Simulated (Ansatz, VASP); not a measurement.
# One calculation of Bi2Se3, two programs

File INCAR:

```
PREC = Accurate
ENCUT = 520
EDIFF = 1E-6
ISMEAR = 0
SIGMA = 0.03
LREAL = False
LASPH = True
NELM = 60
ALGO = Normal
ISIF = 2
LWAVE = False
LCHARG = False
GGA = PS
NBANDS = 32
```

Contents of KPOINTS:

```
regular mesh
0
Gamma
  12 12 12
```

File POSCAR:

```
Bi2Se3
1.0
    2.0714992968      1.1959806766     10.3089564000
   -2.0714992968      1.1959806766     10.3089564000
    0.0000000000     -2.3919613533     10.3089564000
Bi Se
2 3
Direct
    0.4008000000      0.4008000000      0.4008000000
    0.5992000000      0.5992000000      0.5992000000
    0.0000000000      0.0000000000      0.0000000000
    0.2117000000      0.2117000000      0.2117000000
    0.7883000000      0.7883000000      0.7883000000
```

Input for Ansatz:

```yaml
crystal:
  lattice:
    - [2.0714992968, 1.1959806766, 10.3089564]
    - [-2.0714992968, 1.1959806766, 10.3089564]
    - [0.0, -2.3919613533, 10.3089564]
  atoms:
    - { symbol: Bi, position: [0.4008, 0.4008, 0.4008] }
    - { symbol: Bi, position: [0.5992, 0.5992, 0.5992] }
    - { symbol: Se, position: [0.0, 0.0, 0.0] }
    - { symbol: Se, position: [0.2117, 0.2117, 0.2117] }
    - { symbol: Se, position: [0.7883, 0.7883, 0.7883] }
basis:
  ecutwfc: 420
kpoints:
  mp_grid: { grid: [12, 12, 12] }
hamiltonian:
  xc: pbesol
scf:
  occupations: { method: gaussian, width: 0.03 }
output:
  forces: true
  stress: true
  eigenvalues: true
```

Change from the starting cell: strain +0.000 along x and y, +0.080 along z, atoms carried along.

Alike in both runs: task single point; functional PBEsol; k mesh 12 × 12 × 12; occupations gaussian, width 0.03 eV; no spin polarisation.

|  | VASP | Ansatz |
| --- | --- | --- |
| version | VASP 6.6.1 | Ansatz 0.2.0 |
| potentials or method | VASP PAW PBE potentials, release 64 (Bi_d, Se), cutoff 520 eV | scalar-relativistic, plane waves, PAW |
| valence electrons in the cell | 48 | 78 |

VASP gave:

| Item | Value |
| --- | --- |
| gap on the k mesh at the Fermi level (eV) | 0.43 |
| least direct gap on the mesh (eV) | 0.43 |
| pressure (GPa) | -4.3 |
| traceless stress, the component that is largest in VASP (GPa) | -2.13 |
| rms of the force components (eV/Å) | 0.261 |

**Question.** Estimate Ansatz's values.

**Answer.** gap on the k mesh at the Fermi level (eV): 0.43; least direct gap on the mesh (eV): 0.43; pressure (GPa): -4.4; traceless stress, the component that is largest in VASP (GPa): -2.14; rms of the force components (eV/Å): 0.266.

VASP's potentials were made for PBE, not for PBEsol. Atom by atom the forces differ by 0.006 eV/Å (rms over components). With one functional, cell and mesh, what is left measures potentials, basis and numerics. VASP's potentials hold 48 valence electrons a cell and Ansatz's 78, so a difference there can come from the potentials and not from the codes.

Spin-orbit coupling is off throughout.
